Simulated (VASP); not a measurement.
# Cd4Se (Im-3m) in VASP: further runs

Cd4Se is run at these levels: PBE; tasks: single point, relaxation of cell and atoms.

Program: VASP 6.6.1. These are calculated values, not measurements. Logs are shortened: lines on timing, memory, paths and dates and some standing lists are left out, and cuts for length are marked.

**1. The cell of the first run**

The structure is cubic, space group Im-3m (No. 229). The conventional cell has a = 6.620 Å, b = 6.620 Å, c = 6.620 Å, α = 90.00°, β = 90.00°, γ = 90.00°. Within 3.8 Å of Cd (site symmetry -3m) lie 2 Se at 2.87 Å and 6 Cd at 3.31 Å. Se (site symmetry m-3m) has 8 Cd at 2.87 Å within 3.8 Å.

**2. Single point, PBE**

Input file INCAR:

```
SYSTEM = Cd4Se
PREC = Accurate
ENCUT = 520
EDIFF = 1E-7
ISMEAR = 0
SIGMA = 0.1
LREAL = .False.
LASPH = .True.
NELM = 60
ALGO = Normal
ISIF = 2
LWAVE = .False.
LCHARG = .False.
GGA = PE
NBANDS = 35
```

Input file KPOINTS:

```
Automatic mesh
0
Gamma
  8 8 8
  0 0 0
```

Input file POSCAR:

```
Cd4Se
1.0
   -3.3101615706      3.3101615706      3.3101615706
    3.3101615706     -3.3101615706      3.3101615706
    3.3101615706      3.3101615706     -3.3101615706
Cd Se
4 1
Direct
    0.0000000000      0.0000000000      0.5000000000
    0.0000000000      0.5000000000      0.0000000000
    0.5000000000      0.0000000000      0.0000000000
    0.5000000000      0.5000000000      0.5000000000
    0.0000000000      0.0000000000      0.0000000000
```

Potentials or basis: VASP PAW PBE potentials, release 64 (Cd, Se).

The run is started by

```console
$ cat potpaw_PBE.64/Cd/POTCAR potpaw_PBE.64/Se/POTCAR > POTCAR
$ mpirun -np 1 vasp_std > vasp.out
```

OUTCAR:

```text
SYSTEM = Cd4Se
   PREC = Accurate
   ENCUT = 520
   EDIFF = 1E-7
   ISMEAR = 0
   LREAL = .False.
   LASPH = .True.
   NELM = 60
   ISIF = 2
   GGA = PE

 ion  position               nearest neighbor table
   1  0.000  0.000  0.500-   5 2.87   5 2.87   4 3.31   2 3.31   3 3.31   2 3.31   3 3.31   4 3.31

   2  0.000  0.500  0.000-   5 2.87   5 2.87   4 3.31   1 3.31   3 3.31   1 3.31   4 3.31   3 3.31

   3  0.500  0.000  0.000-   5 2.87   5 2.87   4 3.31   1 3.31   4 3.31   2 3.31   1 3.31   2 3.31

   4  0.500  0.500  0.500-   5 2.87   5 2.87   3 3.31   1 3.31   3 3.31   2 3.31   1 3.31   2 3.31

   5  0.000  0.000  0.000-   1 2.87   2 2.87   3 2.87   4 2.87   1 2.87   2 2.87   3 2.87   4 2.87

  LATTYP: Found a body centered cubic cell.
 ALAT       =     6.6203231412

  Lattice vectors:

 A1 = (  -3.3101615706,   3.3101615706,   3.3101615706)
 A2 = (   3.3101615706,  -3.3101615706,   3.3101615706)
 A3 = (   3.3101615706,   3.3101615706,  -3.3101615706)

Analysis of symmetry for initial positions (statically):
=====================================================================
 Subroutine PRICEL returns:
 Original cell was already a primitive cell.

 Routine SETGRP: Setting up the symmetry group for a
 body centered cubic supercell.

 Subroutine GETGRP returns: Found 48 space group operations
 (whereof 48 operations were pure point group operations)
 out of a pool of 48 trial point group operations.

The static configuration has the point symmetry O_h .

Analysis of symmetry for dynamics (positions and initial velocities):
=====================================================================
 Subroutine PRICEL returns:
 Original cell was already a primitive cell.

 Routine SETGRP: Setting up the symmetry group for a
 body centered cubic supercell.

 Subroutine GETGRP returns: Found 48 space group operations
 (whereof 48 operations were pure point group operations)
 out of a pool of 48 trial point group operations.

The dynamic configuration has the point symmetry O_h .

 Subroutine INISYM returns: Found 48 space group operations
 (whereof 48 operations are pure point group operations),
 and found     1 'primitive' translations

----------------------------------------------------------------------------------------

                                     Primitive cell

  volume of cell :     145.0800

  direct lattice vectors                    reciprocal lattice vectors
    -3.310161571  3.310161571  3.310161571     0.000000000  0.151050029  0.151050029
     3.310161571 -3.310161571  3.310161571     0.151050029  0.000000000  0.151050029
     3.310161571  3.310161571 -3.310161571     0.151050029  0.151050029  0.000000000

  length of vectors
     5.733368022  5.733368022  5.733368022     0.213616999  0.213616999  0.213616999

  position of ions in fractional coordinates (direct lattice)
     0.000000000  0.000000000  0.500000000
     0.000000000  0.500000000  0.000000000
     0.500000000  0.000000000  0.000000000
     0.500000000  0.500000000  0.500000000
     0.000000000  0.000000000  0.000000000

  ion indices of the primitive-cell ions
   primitive index   ion index
                 1           1
                 2           2
                 3           3
                 4           4
                 5           5

----------------------------------------------------------------------------------------

 KPOINTS: Automatic mesh

Automatic generation of k-mesh.
 Grid dimensions read from file:
 generate k-points for:    8    8    8

 Generating k-lattice:

  Cartesian coordinates                     Fractional coordinates (reciprocal lattice)
     0.000000000  0.018881254  0.018881254     0.125000000  0.000000000  0.000000000
     0.018881254  0.000000000  0.018881254     0.000000000  0.125000000  0.000000000
     0.018881254  0.018881254  0.000000000     0.000000000  0.000000000  0.125000000

  Length of vectors
     0.026702125  0.026702125  0.026702125

  Shift w.r.t. Gamma in fractional coordinates (k-lattice)
     0.000000000  0.000000000  0.000000000

 Subroutine IBZKPT returns following result:
 ===========================================

 Found     29 irreducible k-points:

 Following reciprocal coordinates:
            Coordinates               Weight
  0.000000  0.000000  0.000000      1.000000
  0.125000  0.000000  0.000000     12.000000
  0.250000  0.000000  0.000000     12.000000
  0.375000  0.000000  0.000000     12.000000
  0.500000  0.000000  0.000000      6.000000
  0.125000  0.125000  0.000000     24.000000
[... 16 lines left out ...]
 -0.250000  0.250000  0.250000      6.000000
 -0.375000  0.375000  0.250000     24.000000
 [... further k-points ...]
   k-points           NKPTS =     29   k-points in BZ     NKDIM =     29   number of bands    NBANDS=     35
   number of dos      NEDOS =    301   number of ions     NIONS =      5
   total plane-waves  NPLWV = 110592
   dimension x,y,z NGX =    48 NGY =   48 NGZ =   48
   dimension x,y,z NGXF=    96 NGYF=   96 NGZF=   96
   ions per type =               4   1
   NGX,Y,Z   is equivalent  to a cutoff of  13.92, 13.92, 13.92 a.u.
   NGXF,Y,Z  is equivalent  to a cutoff of  27.84, 27.84, 27.84 a.u.
 SYSTEM =  Cd4Se
   PREC   = accura    normal or accurate (medium, high low for compatibility)
   ISTART =      0    job   : 0-new  1-cont  2-samecut
   ICHARG =      2    charge: 1-file 2-atom 10-const
   ISPIN  =      1    spin polarized calculation?
   LNONCOLLINEAR =      F non collinear calculations
   LSORBIT =      F    spin-orbit coupling
   LASPH  =      T    aspherical Exc in radial PAW
   ENCUT  =  520.0 eV  38.22 Ry    6.18 a.u.  10.66 10.66 10.66*2*pi/ulx,y,z
   NELM   =     60;   NELMIN=  2; NELMDL= -5     # of ELM steps
   EDIFF  = 0.1E-06   stopping-criterion for ELM
   LREAL  =      F    real-space projection
   EDIFFG = 0.1E-05   stopping-criterion for IOM
   NSW    =      0    number of steps for IOM
   IBRION =     -1    ionic relax: 0-MD 1-quasi-New 2-CG
   NFREE  =      0    steps in history (QN), initial steepest desc. (CG)
   ISIF   =      2    stress and relaxation
   ISYM   =      2    0-nonsym 1-usesym 2-fastsym
   POTIM  = 0.5000    time-step for ionic-motion
   TEBEG  =    0.0;   TEEND  =   0.0 temperature during run
   PSTRESS=    0.0 pullay stress
   NELECT =      54.0000    total number of electrons
   NUPDOWN=      -1.0000    fix difference up-down
   EMIN   =  10.00;   EMAX   =-10.00  energy-range for DOS
   EFERMI =   0.00;   METHOD = LEGACY
   ISMEAR =     0;   SIGMA  =   0.10  broadening in eV -4-tet -1-fermi 0-gaus
   EFERMI_NEDOS =   21; number of points for ismear=-14 and -15
   IALGO  =     38    algorithm
   IMIX   =      4    mixing-type and parameters
     AMIX     =   0.40;   BMIX     =  1.00
     AMIX_MAG =   1.60;   BMIX_MAG =  1.00
  volume/ion in A,a.u.               =      29.02       195.81
  Fermi-wavevector in a.u.,A,eV,Ry     =   1.177616  2.225371 18.868268  1.386779
  Thomas-Fermi vector in A             =   2.313959
   LORBIT       =      0    0 simple, 1 ext, 2 COOP (PROOUT), +10 PAW based schemes
   GGA     = PE    functional components
   LHFCALC =     F    Hartree Fock is set to
   AEXX    =    0.0000 exact exchange contribution
   IVDW    =     0    specifies the selected vdW correction
   LEPSILON=     F    determine dielectric tensor
   LRPA    =     F    only Hartree local field effects (RPA)
 non-spin polarized calculation
 Gauss-broadening in eV      SIGMA  =   0.10
  energy-cutoff  :      520.00
  volume of cell :      145.08
 maximum number of plane-waves:      3931
 NGX is ok and might be reduce to    48
   NGX = 21   NGY = 21   NGZ = 21

 number of electron      53.9999992 magnetization

 Free energy of the ion-electron system (eV)
  ---------------------------------------------------
  ext. energy  EPLUGINS =         0.00000000
  ---------------------------------------------------
  free energy    TOTEN  =        -5.47891233 eV

  energy without entropy =       -5.46903271  energy(sigma->0) =       -5.47397252

 E-fermi :   1.4649     XC(G=0):  -9.2579

 val. band max:        1.4073299352   @ k =   0.3750   0.1250   0.1250
 cond. band min:       1.4920147095   @ k =  -0.3750   0.3750   0.2500
 fundamental gap:      0.0846847743
 Fermi energy:         1.4649258600

 k-point     1 :       0.0000    0.0000    0.0000
  band No.  band energies     occupation
      1     -12.5555      2.00000
      2      -7.5462      2.00000
      3      -7.5462      2.00000
      4      -7.3684      2.00000
      5      -7.3684      2.00000
      6      -7.3049      2.00000
[... 27 lines left out ...]
     34       6.4854      0.00000
     35       6.4854      0.00000

 k-point     2 :       0.1250    0.0000    0.0000
  band No.  band energies     occupation
      1     -12.5285      2.00000
      2      -7.5345      2.00000
      3      -7.5212      2.00000
      4      -7.3544      2.00000
      5      -7.3487      2.00000
      6      -7.3176      2.00000
[... 27 lines left out ...]
     34       6.3015      0.00000
     35       6.4414      0.00000

 k-point     3 :       0.2500    0.0000    0.0000
  band No.  band energies     occupation
      1     -12.4611      2.00000
      2      -7.5051      2.00000
      3      -7.4484      2.00000
      4      -7.3665      2.00000
      5      -7.3137      2.00000
      6      -7.2971      2.00000
[... 27 lines left out ...]
     34       6.6156      0.00000
     35       6.8980      0.00000

 k-point     4 :       0.3750    0.0000    0.0000
  band No.  band energies     occupation
      1     -12.3899      2.00000
      2      -7.5110      2.00000
      3      -7.4287      2.00000
      4      -7.3373      2.00000
      5      -7.3175      2.00000
      6      -7.2616      2.00000
[... 27 lines left out ...]
     34       6.2694      0.00000
     35       6.9181      0.00000

 k-point     5 :       0.5000    0.0000    0.0000
  band No.  band energies     occupation
      1     -12.3593      2.00000
      2      -7.5625      2.00000
      3      -7.4083      2.00000
      4      -7.3540      2.00000
      5      -7.2751      2.00000
      6      -7.2468      2.00000
[... 638 lines left out ...]
 k-point    22 :       0.2500    0.2500    0.2500
  band No.  band energies     occupation
      1     -12.3554      2.00000
      2      -7.3289      2.00000
      3      -7.3289      2.00000
      4      -7.3289      2.00000
      5      -7.1435      2.00000
      6      -7.1435      2.00000
[... 27 lines left out ...]
     34       6.2014      0.00000
     35       6.2014      0.00000

 k-point    23 :      -0.2500    0.2500    0.2500
  band No.  band energies     occupation
      1     -12.3652      2.00000
      2      -7.5121      2.00000
      3      -7.4200      2.00000
      4      -7.4200      2.00000
      5      -7.4160      2.00000
      6      -7.3061      2.00000
[... 27 lines left out ...]
     34       7.1164      0.00000
     35       7.1164      0.00000

 k-point    24 :      -0.3750    0.3750    0.2500
  band No.  band energies     occupation
      1     -12.2927      2.00000
      2      -7.5381      2.00000
      3      -7.4848      2.00000
      4      -7.4792      2.00000
      5      -7.4183      2.00000
      6      -7.3730      2.00000
[... 27 lines left out ...]
     34       7.6247      0.00000
     35       7.8084      0.00000

 [... further k-points ...]

------------------------ aborting loop because EDIFF is reached ----------------------------------------

  FORCE on cell =-STRESS in cart. coord.  units (eV):
  Direction    XX          YY          ZZ          XY          YZ          ZX
  --------------------------------------------------------------------------------------
  -------------------------------------------------------------------------------------
  Total        0.1594871      0.1594871      0.1594871      0.0000000     -0.0000000     -0.0000000
  in kB        1.7612802      1.7612802      1.7612802      0.0000000     -0.0000000     -0.0000000
  external PRESSURE =       1.7612802 kB  Pullay stress =       0.0000000 kB

 VOLUME and BASIS-vectors are now :
 -----------------------------------------------------------------------------
  energy-cutoff  :      520.00
  volume of cell :      145.08
      direct lattice vectors                 reciprocal lattice vectors
    -3.310161571  3.310161571  3.310161571     0.000000000  0.151050029  0.151050029
     3.310161571 -3.310161571  3.310161571     0.151050029  0.000000000  0.151050029
     3.310161571  3.310161571 -3.310161571     0.151050029  0.151050029  0.000000000

 POSITION                                       TOTAL-FORCE (eV/Angst)
 -----------------------------------------------------------------------------------
      1.65508      1.65508     -1.65508        -0.000000     -0.000000      0.000000
      1.65508     -1.65508      1.65508         0.000000      0.000000     -0.000000
     -1.65508      1.65508      1.65508         0.000000      0.000000      0.000000
      1.65508      1.65508      1.65508         0.000000     -0.000000      0.000000
      0.00000      0.00000      0.00000         0.000000     -0.000000      0.000000
 -----------------------------------------------------------------------------------
    total drift:                                0.000000      0.000000     -0.000000

  FREE ENERGIE OF THE ION-ELECTRON SYSTEM (eV)
  ---------------------------------------------------
  free  energy   TOTEN  =        -5.4789123330 eV

  energy  without entropy=       -5.4690327121  energy(sigma->0) =       -5.47397252
```

Wall time 76 s (1 thread of Intel Xeon 6975P-C (Granite Rapids), shared host); peak memory 0.38 GiB.

What came out:

- Free energy: -5.4789 eV
- Pressure: 0.2 GPa
- Band gap on the k mesh: zero (band 27 reaches 2.59 eV, above the bottom of band 28 at 0.66 eV)

Levels at points of the mesh, in eV from the Fermi level:
| k point | band 25 | band 26 | band 27 | band 28 | band 29 | band 30 |
| --- | --- | --- | --- | --- | --- | --- |
| (0.00, 0.00, 0.00) | -4.18 | -0.30 | -0.30 | -0.30 | 1.08 | 1.08 |
| (0.50, 0.00, 0.00) | -3.22 | -1.67 | 0.32 | 1.32 | 1.48 | 1.95 |
| (0.50, 0.50, 0.50) | -1.46 | -1.46 | 1.12 | 1.12 | 1.12 | 2.21 |

**3. Relaxation of cell and atoms, PBE**

This run uses another cell than the first one, of 24.30 Å³/atom, 0.837 times its volume.

Input file INCAR:

```
SYSTEM = Cd4Se
PREC = Accurate
ENCUT = 600
EDIFF = 1E-6
ISMEAR = 0
SIGMA = 0.1
LREAL = .FALSE.
LASPH = .TRUE.
NELM = 100
ALGO = Normal
ISIF = 3
LWAVE = .FALSE.
LCHARG = .FALSE.
GGA = PE
IBRION = 2
NSW = 90
EDIFFG = -0.04
```

Input file KPOINTS:

```
regular mesh
0
G
  4 4 4
  0 0 0
```

POSCAR, as its differences from that of step 2:

```diff
@@ -2,5 +2,5 @@
 1.0
-   -3.3101615706      3.3101615706      3.3101615706
-    3.3101615706     -3.3101615706      3.3101615706
-    3.3101615706      3.3101615706     -3.3101615706
+   -3.1201491400      3.1201491400      3.1201491400
+    3.1201491400     -3.1201491400      3.1201491400
+    3.1201491400      3.1201491400     -3.1201491400
 Cd Se
```

Potentials or basis: VASP PAW PBE potentials, release 64 (Cd, Se).

The run is started by

```console
$ cat potpaw_PBE.64/Cd/POTCAR potpaw_PBE.64/Se/POTCAR > POTCAR
$ mpirun -np 1 vasp_std > vasp.out
```

Wall time 41 s (1 thread of Intel Xeon 6975P-C (Granite Rapids), shared host); peak memory 0.34 GiB.

Results (log left out):

```yaml
Free_energy: -5.5015 eV
Relaxed_volume: 28.82 Å³/atom
Relaxed_cell: a = 5.721 Å, b = 5.721 Å, c = 5.721 Å, α = 109.47°, β = 109.47°, γ = 109.47°
Space_group_after_relaxing_to_0.05_Å: Im-3m (No. 229)
Energy_gained_by_relaxing: 93.0 meV/atom
Ionic_steps: 2
Pressure_after_relaxing: 0.1 GPa
Band_gap_on_the_k_mesh: zero (band 27 reaches 2.63 eV, above the bottom of band 28 at 0.68 eV)
```

The path:
```csv
step,energy change (eV),largest force (eV/Å),pressure (GPa),volume (Å³)
1,0.0000,0.0000,8.00,121.50
2,-0.4649,0.0000,0.10,144.11
```

Final structure:
```xyz
5
Lattice="-3.3028 3.3028 3.3028 3.3028 -3.3028 3.3028 3.3028 3.3028 -3.3028" Properties=species:S:1:pos:R:3 pbc="T T T"
Cd    1.6514    1.6514   -1.6514
Cd    1.6514   -1.6514    1.6514
Cd    4.9542    1.6514    1.6514
Cd    1.6514    1.6514    1.6514
Se    3.3028    3.3028    3.3028
```

Levels at points of the mesh, in eV from the Fermi level:
| k point | band 23 | band 24 | band 25 | band 26 | band 27 | band 28 | band 29 | band 30 | band 31 | band 32 |
| --- | --- | --- | --- | --- | --- | --- | --- | --- | --- | --- |
| (0.00, 0.00, 0.00) | -3.83 | -3.83 | -3.83 | 0.12 | 0.12 | 0.12 | 1.48 | 1.48 | 1.48 | 4.92 |
| (0.50, 0.00, 0.00) | -3.93 | -3.57 | -2.82 | -1.27 | 0.72 | 1.73 | 1.89 | 2.37 | 3.38 | 4.62 |
| (0.50, 0.50, 0.50) | -4.34 | -4.34 | -1.08 | -1.08 | 1.53 | 1.53 | 1.53 | 2.62 | 3.06 | 3.06 |

Caveat: the volume moved by over 15 % at a fixed basis, so the end points are rough.

**4. Relaxation of cell and atoms, PBE**

This run uses another cell than the first one, of 28.49 Å³/atom, 0.982 times its volume.

Input file INCAR:

```
SYSTEM = Cd4Se
ALGO = Normal ; EDIFF = 1E-6
EDIFFG = -0.01 ; ENCUT = 600
GGA = PE ; IBRION = 2
ISIF = 3 ; ISMEAR = 0
LASPH = .True. ; LCHARG = .False.
LREAL = .False. ; LWAVE = .False.
NELM = 100 ; NSW = 100
PREC = Accurate ; SIGMA = 0.1
```

Input file KPOINTS:

```
k-points
0
Gamma
  8 8 8
  0 0 0
```

POSCAR, as its differences from that of step 3:

```diff
@@ -2,5 +2,5 @@
 1.0
-   -3.1201491400      3.1201491400      3.1201491400
-    3.1201491400     -3.1201491400      3.1201491400
-    3.1201491400      3.1201491400     -3.1201491400
+   -3.2901685042      3.2901685042      3.2901685042
+    3.2901685042     -3.2901685042      3.2901685042
+    3.2901685042      3.2901685042     -3.2901685042
 Cd Se
```

The run is started by

```console
$ cat potpaw_PBE.64/Cd/POTCAR potpaw_PBE.64/Se/POTCAR > POTCAR
$ mpirun -np 1 vasp_std > vasp.out
```

It took 3.9 min on 1 thread of Intel Xeon 6975P-C (Granite Rapids), shared host; peak memory 0.41 GiB.

The run converged. Its results:

| Quantity | Value |
| --- | --- |
| Free energy | -5.4766 eV |
| Relaxed volume | 29.14 Å³/atom |
| Relaxed cell | a = 5.741 Å, b = 5.741 Å, c = 5.741 Å, α = 109.47°, β = 109.47°, γ = 109.47° |
| Space group after relaxing (to 0.05 Å) | Im-3m (No. 229) |
| Energy gained by relaxing | 1.3 meV/atom |
| Ionic steps | 5 |
| Pressure after relaxing | 0.0 GPa |
| Band gap on the k mesh | zero (band 27 reaches 2.55 eV, above the bottom of band 28 at 0.64 eV) |

The path:
| step | energy change (eV) | largest force (eV/Å) | pressure (GPa) | volume (Å³) |
| --- | --- | --- | --- | --- |
| 1 | 0.0000 | 0.0000 | 0.66 | 142.47 |
| 2 | -0.0061 | 0.0000 | 0.12 | 144.88 |
| 3 | -0.0064 | 0.0000 | 0.07 | 145.37 |
| 4 | -0.0062 | 0.0000 | -0.14 | 146.34 |
| 5 | -0.0064 | 0.0000 | 0.01 | 145.69 |

Final structure:
```xyz
5
Lattice="-3.3148 3.3148 3.3148 3.3148 -3.3148 3.3148 3.3148 3.3148 -3.3148" Properties=species:S:1:pos:R:3 pbc="T T T"
Cd    1.6574    1.6574   -1.6574
Cd    1.6574   -1.6574    1.6574
Cd   -1.6574    1.6574    1.6574
Cd    1.6574    1.6574    1.6574
Se    0.0000    0.0000    0.0000
```

Levels at points of the mesh, in eV from the Fermi level:
```tsv
k point	band 24	band 25	band 26	band 27	band 28	band 29	band 30	band 31
(0.00, 0.00, 0.00)	-4.16	-4.16	-0.31	-0.31	-0.31	1.09	1.09	1.09
(0.50, 0.00, 0.00)	-3.91	-3.21	-1.67	0.32	1.32	1.49	1.93	2.98
(0.50, 0.50, 0.50)	-4.71	-1.45	-1.45	1.11	1.11	1.11	2.21	2.66
```

**5. Summary**

```csv
task,cell,k mesh,cutoff (eV),gap on the mesh (eV),pressure (GPa),relaxed volume (Å³/atom)
single point,"a = 5.733 Å, angles 109.5°, 5 atoms",8 × 8 × 8,520,none,0.2,-
relaxation of cell and atoms,"relaxed from a = 5.404 Å, angles 109.5°, 5 atoms",4 × 4 × 4,600,none,0.1,28.82
relaxation of cell and atoms,"relaxed from a = 5.699 Å, angles 109.5°, 5 atoms",8 × 8 × 8,600,none,0.0,29.14
```

Alike in all rows: level PBE; potentials or basis VASP PAW PBE potentials, release 64 (Cd, Se); no spin polarisation; smearing gaussian 0.1 eV.

Caveats: the volume moved by over 15 % at a fixed basis, so the end points are rough (some runs).

Absolute energies hang on the potentials; compare differences alone.
